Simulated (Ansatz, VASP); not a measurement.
**HgTe in VASP and in Ansatz**

INCAR

```
SYSTEM = HgTe
PREC = Accurate
ENCUT = 500
EDIFF = 1E-6
ISMEAR = 0
SIGMA = 0.05
LREAL = .False.
LASPH = .True.
NELM = 120
ALGO = Normal
ISIF = 2
LWAVE = .False.
LCHARG = .False.
GGA = PS
NBANDS = 16
GGA_COMPAT = .False.
```

Contents of KPOINTS:

```
regular mesh
0
Gamma
  4 4 4
  0 0 0
```

The input POSCAR:

```
HgTe
1.0
    0.0000000000      3.4686049472      3.4686049472
    3.4686049472      0.0000000000      3.4686049472
    3.4686049472      3.4686049472      0.0000000000
Hg Te
1 1
Direct
    0.0000000000      0.0000000000      0.0000000000
    0.2500000000      0.2500000000      0.2500000000
```

Input for Ansatz:

```yaml
crystal:
  lattice:
    - [0.0, 3.4686049472, 3.4686049472]
    - [3.4686049472, 0.0, 3.4686049472]
    - [3.4686049472, 3.4686049472, 0.0]
  atoms:
    - { symbol: Hg, position: [0.0, 0.0, 0.0] }
    - { symbol: Te, position: [0.25, 0.25, 0.25] }
basis:
  ecutwfc: 420
kpoints:
  mp_grid: { grid: [4, 4, 4] }
hamiltonian:
  xc: pbesol
scf:
  occupations: { method: gaussian, width: 0.05 }
output:
  forces: true
  stress: true
  eigenvalues: true
```

Alike in both runs: task single point; functional PBEsol; k mesh 4 × 4 × 4; occupations gaussian, width 0.05 eV; no spin polarisation.

```csv
,VASP,Ansatz
version,VASP 6.6.1,Ansatz 0.2.0
potentials or method,"VASP PAW PBE potentials, release 64 (Hg, Te), cutoff 500 eV","scalar-relativistic, plane waves, PAW"
valence electrons in the cell,18,36
```

|  | VASP | Ansatz | Ansatz less VASP |
| --- | --- | --- | --- |
| gap on the k mesh at the Fermi level (eV) | none | none | - |
| pressure (GPa) | -4.6 | -4.6 | -0.05 |

VASP's potentials were made for PBE, not for PBEsol. A gap of «none» marks a metal or a gap that the smearing closes. VASP's potentials hold 18 valence electrons a cell and Ansatz's 36, so a difference there can come from the potentials and not from the codes.

The k mesh is coarse, so the values compare programs but aren't converged. Spin-orbit coupling is off throughout.
